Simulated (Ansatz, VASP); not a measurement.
# Cs2Cd: VASP beside Ansatz

```
Cs Cd
1.0
     0.00000    4.78359    4.78359
     4.78359    0.00000    4.78359
     4.78359    4.78359    0.00000
Cs Cd
2 1
Direct
  0.25000 0.25000 0.25000
  0.75000 0.75000 0.75000
  0.50000 0.50000 0.50000
```

Alike in both runs: functional PBE; k mesh 8 × 8 × 8; occupations gaussian, width 0.1 eV; no spin polarisation.

Ansatz relaxed the structure, and its values are those at the end. VASP's run is a single point on that final structure, the one shown.

|  | VASP | Ansatz |
| --- | --- | --- |
| version | VASP 6.6.1 | Ansatz 0.2.0 |
| potentials or method | VASP PAW PBE potentials, release 64 (Cs_sv, Cd), cutoff 520 eV | scalar-relativistic, plane waves, PAW |
| valence electrons in the cell | 30 | 38 |

|  | VASP | Ansatz | Ansatz less VASP |
| --- | --- | --- | --- |
| gap on the k mesh at the Fermi level (eV) | none | none | - |
| pressure (GPa) | 0.0 | 0.0 | -0.01 |

A gap of «none» marks a metal or a gap that the smearing closes. VASP's potentials hold 30 valence electrons a cell and Ansatz's 38, so a difference there can come from the potentials and not from the codes.

Spin-orbit coupling is off throughout.
